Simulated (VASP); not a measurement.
# AlN (P6/mmm) in VASP: a series of runs

Runs on AlN. Level: PBE. Tasks: single point, relaxation of cell and atoms.

All numbers are computed with VASP 6.6.1; they aren't measurements. Logs are shortened: lines on timing, memory, paths and dates and some standing lists are left out, and cuts for length are marked.

## (1) The cell of the first run

Symmetry: P6/mmm, No. 191, hexagonal system. Conventional cell: a = 3.419 Å, b = 3.419 Å, c = 3.056 Å, α = 90.00°, β = 90.00°, γ = 120.00°. Al (site symmetry 6/mmm) has 2 N at 1.53 Å within 2.0 Å. N (site symmetry 6/mmm) has 2 Al at 1.53 Å within 2.0 Å.

The cell was built from a structure type or drawn by symmetry, and may not be a known phase.

## (2) Single point, PBE

File INCAR:

```
PREC = Accurate
ENCUT = 520
EDIFF = 1E-7
ISMEAR = 0
SIGMA = 0.1
LREAL = False
LASPH = True
NELM = 100
ALGO = Normal
ISIF = 2
LWAVE = False
LCHARG = False
GGA = PE
NBANDS = 11
```

File KPOINTS:

```
Automatic mesh
0
Gamma
  6 6 6
```

File POSCAR:

```
AlN
1.0
    3.4191246600      0.0000000000      0.0000000000
   -1.7095623300      2.9610488100      0.0000000000
    0.0000000000      0.0000000000      3.0555496700
Al N
1 1
Direct
    0.0000000000      0.0000000000      0.5000000000
    0.0000000000      0.0000000000      0.0000000000
```

Potentials or basis: VASP PAW PBE potentials, release 64 (Al, N).

On the command line:

```bash
cat potpaw_PBE.64/Al/POTCAR potpaw_PBE.64/N/POTCAR > POTCAR
mpirun -np 1 vasp_std > vasp.out
```

OUTCAR:

```text
PREC = Accurate
   ENCUT = 520
   EDIFF = 1E-7
   ISMEAR = 0
   LREAL = False
   LASPH = True
   NELM = 100
   ISIF = 2
   GGA = PE

 ion  position               nearest neighbor table
   1  0.000  0.000  0.500-   2 1.53   2 1.53
   2  0.000  0.000  0.000-   1 1.53   1 1.53

  LATTYP: Found a hexagonal cell.
 ALAT       =     3.4191246600
 C/A-ratio  =     0.8936643071

  Lattice vectors:

 A1 = (   3.4191246600,   0.0000000000,   0.0000000000)
 A2 = (  -1.7095623300,   2.9610488100,   0.0000000000)
 A3 = (   0.0000000000,   0.0000000000,   3.0555496700)

Analysis of symmetry for initial positions (statically):
=====================================================================
 Subroutine PRICEL returns:
 Original cell was already a primitive cell.

 Routine SETGRP: Setting up the symmetry group for a
 hexagonal supercell.

 Subroutine GETGRP returns: Found 24 space group operations
 (whereof 24 operations were pure point group operations)
 out of a pool of 24 trial point group operations.

The static configuration has the point symmetry D_6h.

Analysis of symmetry for dynamics (positions and initial velocities):
=====================================================================
 Subroutine PRICEL returns:
 Original cell was already a primitive cell.

 Routine SETGRP: Setting up the symmetry group for a
 hexagonal supercell.

 Subroutine GETGRP returns: Found 24 space group operations
 (whereof 24 operations were pure point group operations)
 out of a pool of 24 trial point group operations.

The dynamic configuration has the point symmetry D_6h.

 Subroutine INISYM returns: Found 24 space group operations
 (whereof 24 operations are pure point group operations),
 and found     1 'primitive' translations

----------------------------------------------------------------------------------------

                                     Primitive cell

  volume of cell :      30.9350

  direct lattice vectors                    reciprocal lattice vectors
     3.419124660  0.000000000  0.000000000     0.292472518  0.168859087  0.000000000
    -1.709562330  2.961048810  0.000000000     0.000000000  0.337718175  0.000000000
     0.000000000  0.000000000  3.055549670     0.000000000  0.000000000  0.327273358

  length of vectors
     3.419124660  3.419124656  3.055549670     0.337718175  0.337718175  0.327273358

  position of ions in fractional coordinates (direct lattice)
     0.000000000  0.000000000  0.500000000
     0.000000000  0.000000000  0.000000000

  ion indices of the primitive-cell ions
   primitive index   ion index
                 1           1
                 2           2

----------------------------------------------------------------------------------------

 KPOINTS: Automatic mesh

Automatic generation of k-mesh.
 Grid dimensions read from file:
 generate k-points for:    6    6    6

 Generating k-lattice:

  Cartesian coordinates                     Fractional coordinates (reciprocal lattice)
     0.048745420  0.028143181  0.000000000     0.166666667  0.000000000  0.000000000
     0.000000000  0.056286362  0.000000000     0.000000000  0.166666667  0.000000000
     0.000000000  0.000000000  0.054545560     0.000000000  0.000000000  0.166666667

  Length of vectors
     0.056286362  0.056286362  0.054545560

  Shift w.r.t. Gamma in fractional coordinates (k-lattice)
     0.000000000  0.000000000  0.000000000

 Subroutine IBZKPT returns following result:
 ===========================================

 Found     28 irreducible k-points:

 Following reciprocal coordinates:
            Coordinates               Weight
  0.000000  0.000000  0.000000      1.000000
  0.166667  0.000000  0.000000      6.000000
  0.333333  0.000000  0.000000      6.000000
  0.500000  0.000000  0.000000      3.000000
  0.166667  0.166667  0.000000      6.000000
  0.333333  0.166667  0.000000     12.000000
[... 16 lines left out ...]
  0.166667  0.000000  0.500000      6.000000
  0.333333  0.000000  0.500000      6.000000
 [... further k-points ...]
   k-points           NKPTS =     28   k-points in BZ     NKDIM =     28   number of bands    NBANDS=     11
   number of dos      NEDOS =    301   number of ions     NIONS =      2
   total plane-waves  NPLWV =  18816
   dimension x,y,z NGX =    28 NGY =   28 NGZ =   24
   dimension x,y,z NGXF=    56 NGYF=   56 NGZF=   48
   ions per type =               1   1
   NGX,Y,Z   is equivalent  to a cutoff of  13.61, 13.61, 13.06 a.u.
   NGXF,Y,Z  is equivalent  to a cutoff of  27.23, 27.23, 26.12 a.u.
 SYSTEM =  unknown system
   PREC   = accura    normal or accurate (medium, high low for compatibility)
   ISTART =      0    job   : 0-new  1-cont  2-samecut
   ICHARG =      2    charge: 1-file 2-atom 10-const
   ISPIN  =      1    spin polarized calculation?
   LNONCOLLINEAR =      F non collinear calculations
   LSORBIT =      F    spin-orbit coupling
   LASPH  =      T    aspherical Exc in radial PAW
   ENCUT  =  520.0 eV  38.22 Ry    6.18 a.u.   6.36  6.36  5.68*2*pi/ulx,y,z
   NELM   =    100;   NELMIN=  2; NELMDL= -5     # of ELM steps
   EDIFF  = 0.1E-06   stopping-criterion for ELM
   LREAL  =      F    real-space projection
   EDIFFG = 0.1E-05   stopping-criterion for IOM
   NSW    =      0    number of steps for IOM
   IBRION =     -1    ionic relax: 0-MD 1-quasi-New 2-CG
   NFREE  =      0    steps in history (QN), initial steepest desc. (CG)
   ISIF   =      2    stress and relaxation
   ISYM   =      2    0-nonsym 1-usesym 2-fastsym
   POTIM  = 0.5000    time-step for ionic-motion
   TEBEG  =    0.0;   TEEND  =   0.0 temperature during run
   PSTRESS=    0.0 pullay stress
   NELECT =       8.0000    total number of electrons
   NUPDOWN=      -1.0000    fix difference up-down
   EMIN   =  10.00;   EMAX   =-10.00  energy-range for DOS
   EFERMI =   0.00;   METHOD = LEGACY
   ISMEAR =     0;   SIGMA  =   0.10  broadening in eV -4-tet -1-fermi 0-gaus
   EFERMI_NEDOS =   21; number of points for ismear=-14 and -15
   IALGO  =     38    algorithm
   IMIX   =      4    mixing-type and parameters
     AMIX     =   0.40;   BMIX     =  1.00
     AMIX_MAG =   1.60;   BMIX_MAG =  1.00
  volume/ion in A,a.u.               =      15.47       104.38
  Fermi-wavevector in a.u.,A,eV,Ry     =   1.043009  1.971002 14.801350  1.087869
  Thomas-Fermi vector in A             =   2.177700
   LORBIT       =      0    0 simple, 1 ext, 2 COOP (PROOUT), +10 PAW based schemes
   GGA     = PE    functional components
   LHFCALC =     F    Hartree Fock is set to
   AEXX    =    0.0000 exact exchange contribution
   IVDW    =     0    specifies the selected vdW correction
   LEPSILON=     F    determine dielectric tensor
   LRPA    =     F    only Hartree local field effects (RPA)
 non-spin polarized calculation
 Gauss-broadening in eV      SIGMA  =   0.10
  energy-cutoff  :      520.00
  volume of cell :       30.93
 maximum number of plane-waves:       848
 NGX is ok and might be reduce to    28
   NGX = 13   NGY = 13   NGZ = 11

 number of electron       8.0000002 magnetization

 Free energy of the ion-electron system (eV)
  ---------------------------------------------------
  ext. energy  EPLUGINS =         0.00000000
  ---------------------------------------------------
  free energy    TOTEN  =        -9.65633970 eV

  energy without entropy =       -9.65548904  energy(sigma->0) =       -9.65591437

 E-fermi :   2.7731     XC(G=0):  -8.9125

 val. band max:        2.7590430783   @ k =   0.0000   0.0000   0.0000
 cond. band min:       3.6861346856   @ k =   0.0000   0.0000   0.1667
 fundamental gap:      0.9270916073
 Fermi energy:         2.7731294213

 k-point     1 :       0.0000    0.0000    0.0000
  band No.  band energies     occupation
      1     -11.3958      2.00000
      2       0.0514      2.00000
      3       2.2853      2.00000
      4       2.2853      2.00000
      5       2.7590      1.15790
      6      13.5176      0.00000
      7      13.5176      0.00000
      8      15.5920      0.00000
      9      16.8576      0.00000
     10      17.3592      0.00000
     11      17.3592      0.00000

 k-point     2 :       0.1667    0.0000    0.0000
  band No.  band energies     occupation
      1     -11.2573      2.00000
      2       0.1146      2.00000
      3       0.7822      2.00000
      4       2.1095      2.00000
      5       4.2913      0.00000
      6      11.4450      0.00000
      7      13.8740      0.00000
      8      15.5607      0.00000
      9      17.2168      0.00000
     10      17.6335      0.00000
     11      17.8300      0.00000

 k-point     3 :       0.3333    0.0000    0.0000
  band No.  band energies     occupation
      1     -10.9572      2.00000
      2      -0.5751      2.00000
      3       0.2448      2.00000
      4       1.7887      2.00000
      5       5.7618      0.00000
      6       9.6688      0.00000
      7      14.1364      0.00000
      8      14.3059      0.00000
      9      16.2504      0.00000
     10      18.8854      0.00000
     11      19.6725      0.00000

 k-point     4 :       0.5000    0.0000    0.0000
  band No.  band energies     occupation
      1     -10.7933      2.00000
      2      -1.1161      2.00000
      3       0.3121      2.00000
      4       1.6411      2.00000
      5       6.3594      0.00000
      6       9.2310      0.00000
      7      13.1949      0.00000
      8      14.4074      0.00000
      9      15.7402      0.00000
     10      19.7886      0.00000
     11      20.7911      0.00000
[... 239 lines left out ...]
 k-point    22 :       0.0000    0.0000    0.5000
  band No.  band energies     occupation
      1     -10.1868      2.00000
      2      -3.6434      2.00000
      3       2.7215      1.53467
      4       2.7215      1.53466
      5       5.8860      0.00000
      6      10.7947      0.00000
      7      12.7887      0.00000
      8      12.7887      0.00000
      9      15.9502      0.00000
     10      15.9502      0.00000
     11      19.7596      0.00000

 k-point    23 :       0.1667    0.0000    0.5000
  band No.  band energies     occupation
      1     -10.0876      2.00000
      2      -3.3963      2.00000
      3       2.1409      2.00000
      4       2.6169      1.97286
      5       5.5621      0.00000
      6      11.5112      0.00000
      7      11.7002      0.00000
      8      11.8343      0.00000
      9      15.4638      0.00000
     10      17.5798      0.00000
     11      17.7076      0.00000

 k-point    24 :       0.3333    0.0000    0.5000
  band No.  band energies     occupation
      1      -9.8770      2.00000
      2      -2.8195      2.00000
      3       1.1605      2.00000
      4       2.4173      2.00000
      5       4.7930      0.00000
      6       9.5818      0.00000
      7      10.7902      0.00000
      8      13.2706      0.00000
      9      15.8592      0.00000
     10      16.0198      0.00000
     11      21.0590      0.00000

 [... further k-points ...]

------------------------ aborting loop because EDIFF is reached ----------------------------------------

  FORCE on cell =-STRESS in cart. coord.  units (eV):
  Direction    XX          YY          ZZ          XY          YZ          ZX
  --------------------------------------------------------------------------------------
  -------------------------------------------------------------------------------------
  Total        1.7073269      1.7073269     26.1422753      0.0000000      0.0000000      0.0000000
  in kB       88.4254802     88.4254800   1353.9546446      0.0000000      0.0000000      0.0000000
  external PRESSURE =     510.2685349 kB  Pullay stress =       0.0000000 kB

 VOLUME and BASIS-vectors are now :
 -----------------------------------------------------------------------------
  energy-cutoff  :      520.00
  volume of cell :       30.93
      direct lattice vectors                 reciprocal lattice vectors
     3.419124660  0.000000000  0.000000000     0.292472518  0.168859087  0.000000000
    -1.709562330  2.961048810  0.000000000     0.000000000  0.337718175  0.000000000
     0.000000000  0.000000000  3.055549670     0.000000000  0.000000000  0.327273358

 POSITION                                       TOTAL-FORCE (eV/Angst)
 -----------------------------------------------------------------------------------
      0.00000      0.00000      1.52777         0.000000      0.000000      0.000000
      0.00000      0.00000      0.00000         0.000000      0.000000      0.000000
 -----------------------------------------------------------------------------------
    total drift:                               -0.000000     -0.000000     -0.000000

  FREE ENERGIE OF THE ION-ELECTRON SYSTEM (eV)
  ---------------------------------------------------
  free  energy   TOTEN  =        -9.6563396966 eV

  energy  without entropy=       -9.6554890412  energy(sigma->0) =       -9.65591437
```

Wall time 7.8 s (1 thread of Intel Xeon 8259CL, shared host); peak memory 0.14 GiB.

What came out:

| Quantity | Value |
| --- | --- |
| Free energy | -9.6563 eV |
| Pressure | 51.0 GPa |

Stress tensor (GPa, compression positive):
```
  8.84   0.00   0.00
  0.00   8.84   0.00
  0.00   0.00 135.40
```

Caveat: the cell stands under pressure.

## (3) Single point, PBE

This run uses another cell than the first one, of 29.88 Å³/atom.

File INCAR:

```
PREC     = Accurate       # precision mode
ENCUT    = 520            # plane-wave cutoff, eV
EDIFF    = 1E-6           # SCF threshold, eV
ISMEAR   = 0              # smearing method
SIGMA    = 0.1            # smearing width, eV
LREAL    = F              # projectors in reciprocal space
LASPH    = T              # aspherical terms in the spheres
NELM     = 100            # most SCF steps
ALGO     = Normal         # electronic algorithm
ISIF     = 2              # what is computed and relaxed
LWAVE    = F              # write WAVECAR
LCHARG   = T              # write CHGCAR
GGA      = PE             # functional
LELF     = T              # ELF
LVHAR    = T            
NBANDS   = 11             # bands
```

KPOINTS is that of step 2.

File POSCAR:

```
AlN
1.0
    4.5220163858      0.0000000000      0.0000000000
   -2.2610081929      3.9161810664      0.0000000000
    0.0000000000      0.0000000000      3.3749309788
Al N
1 1
Direct
    0.0000000000      0.0000000000      0.5000000000
    0.0000000000      0.0000000000      0.0000000000
```

Potentials or basis: VASP PAW PBE potentials, release 64 (Al, N).

On the command line:

```bash
cat potpaw_PBE.64/Al/POTCAR potpaw_PBE.64/N/POTCAR > POTCAR
mpirun -np 1 vasp_std > vasp.out
```

OUTCAR:

```text
PREC = Accurate
   ENCUT = 520
   EDIFF = 1E-6
   ISMEAR = 0
   LREAL = F
   LASPH = T
   NELM = 100
   ISIF = 2
   GGA = PE

 ion  position               nearest neighbor table
   1  0.000  0.000  0.500-   2 1.69   2 1.69
   2  0.000  0.000  0.000-   1 1.69   1 1.69

  LATTYP: Found a hexagonal cell.
 ALAT       =     4.5220163858
 C/A-ratio  =     0.7463332042

  Lattice vectors:

 A1 = (   4.5220163858,   0.0000000000,   0.0000000000)
 A2 = (  -2.2610081929,   3.9161810664,   0.0000000000)
 A3 = (   0.0000000000,   0.0000000000,   3.3749309788)

Analysis of symmetry for initial positions (statically):
=====================================================================
 Subroutine PRICEL returns:
 Original cell was already a primitive cell.

 Routine SETGRP: Setting up the symmetry group for a
 hexagonal supercell.

 Subroutine GETGRP returns: Found 24 space group operations
 (whereof 24 operations were pure point group operations)
 out of a pool of 24 trial point group operations.

The static configuration has the point symmetry D_6h.

[... 170 lines left out ...]
      1     -13.9148      2.00000
      2      -3.6925      2.00000
      3      -1.8824      2.00000
      4      -1.8824      2.00000
      5      -0.2804      0.00000
      6       7.4970      0.00000
      7       7.4970      0.00000
      8       7.7096      0.00000
      9       8.1764      0.00000
     10       8.1764      0.00000
     11       9.8661      0.00000
[... 309 lines left out ...]
 k-point    24 :       0.3333    0.0000    0.5000
  band No.  band energies     occupation
      1     -13.1812      2.00000
      2      -6.1646      2.00000
      3      -1.4876      2.00000
      4      -1.2045      2.00000
      5       2.1264      0.00000
      6       4.2756      0.00000
      7       4.5732      0.00000
      8       7.0525      0.00000
      9       8.7435      0.00000
     10       9.4561      0.00000
     11      12.0983      0.00000

 [... further k-points ...]

------------------------ aborting loop because EDIFF is reached ----------------------------------------

  FORCE on cell =-STRESS in cart. coord.  units (eV):
  Direction    XX          YY          ZZ          XY          YZ          ZX
  --------------------------------------------------------------------------------------
  -------------------------------------------------------------------------------------
  Total        0.1220858      0.1220858      0.0371620      0.0000000      0.0000000      0.0000000
  in kB        3.2727730      3.2727730      0.9962072      0.0000000      0.0000000      0.0000000
  external PRESSURE =       2.5139177 kB  Pullay stress =       0.0000000 kB

 VOLUME and BASIS-vectors are now :
 -----------------------------------------------------------------------------
  energy-cutoff  :      520.00
  volume of cell :       59.77
      direct lattice vectors                 reciprocal lattice vectors
     4.522016386  0.000000000  0.000000000     0.221140287  0.127675404  0.000000000
    -2.261008193  3.916181066  0.000000000     0.000000000  0.255350808  0.000000000
     0.000000000  0.000000000  3.374930979     0.000000000  0.000000000  0.296302356

 POSITION                                       TOTAL-FORCE (eV/Angst)
 -----------------------------------------------------------------------------------
      0.00000      0.00000      1.68747         0.000000      0.000000      0.000000
      0.00000      0.00000      0.00000        -0.000000      0.000000      0.000000
 -----------------------------------------------------------------------------------
    total drift:                                0.000000     -0.000000     -0.000000

  FREE ENERGIE OF THE ION-ELECTRON SYSTEM (eV)
  ---------------------------------------------------
  free  energy   TOTEN  =       -11.2244689299 eV

  energy  without entropy=      -11.2244689299  energy(sigma->0) =      -11.22446893
```

OSZICAR:

```text
N       E                     dE             d eps       ncg     rms          rms(c)
DAV:   1     0.196373330471E+02    0.19637E+02   -0.27699E+03   616   0.545E+02
DAV:   2    -0.133826340004E+02   -0.33020E+02   -0.30731E+02   827   0.100E+02
DAV:   3    -0.163727060260E+02   -0.29901E+01   -0.29855E+01   724   0.322E+01
DAV:   4    -0.164021476047E+02   -0.29442E-01   -0.29437E-01   720   0.399E+00
DAV:   5    -0.164024995203E+02   -0.35192E-03   -0.35191E-03   774   0.430E-01    0.116E+01
DAV:   6    -0.114511900335E+02    0.49513E+01   -0.36549E+01   685   0.249E+01    0.490E+00
DAV:   7    -0.112872163643E+02    0.16397E+00   -0.85361E-01   652   0.449E+00    0.240E+00
DAV:   8    -0.112218706912E+02    0.65346E-01   -0.19823E-01   667   0.320E+00    0.731E-01
DAV:   9    -0.112214264633E+02    0.44423E-03   -0.36022E-03   702   0.375E-01    0.305E-01
DAV:  10    -0.112244837444E+02   -0.30573E-02   -0.38634E-03   640   0.280E-01    0.113E-01
DAV:  11    -0.112244131527E+02    0.70592E-04   -0.10448E-04   724   0.477E-02    0.376E-02
DAV:  12    -0.112244690593E+02   -0.55907E-04   -0.97088E-05   664   0.463E-02    0.643E-03
DAV:  13    -0.112244689299E+02    0.12945E-06   -0.11658E-06   709   0.578E-03
   1 F= -.11224469E+02 E0= -.11224469E+02  d E =-.114343E-10
```

Run time: 17 s. Hardware: 1 thread of Intel Xeon 8259CL, shared host; peak memory 0.18 GiB.

Results:

| Item | Value |
| --- | --- |
| Free energy | -11.2245 eV |
| Pressure | 0.3 GPa |
| Band gap on the k mesh | 0.85 eV (least direct gap 1.60 eV) |

Levels at points of the mesh, in eV from the valence-band top:
| k point | band 2 | band 3 | band 4 | band 5 | band 6 | band 7 |
| --- | --- | --- | --- | --- | --- | --- |
| (0.00, 0.00, 0.00) | -2.56 | -0.75 | -0.75 | 0.85 | 8.63 | 8.63 |
| (0.50, 0.00, 0.00) | -2.53 | -1.74 | -0.94 | 2.76 | 5.42 | 7.03 |
| (0.00, 0.00, 0.50) | -5.18 | 0.00 | 0.00 | 3.82 | 5.95 | 5.95 |
| (0.50, 0.00, 0.50) | -4.98 | -0.46 | -0.10 | 3.09 | 5.26 | 5.58 |

A k mesh can miss the band edges.

(Continued in part 2 of 2.)
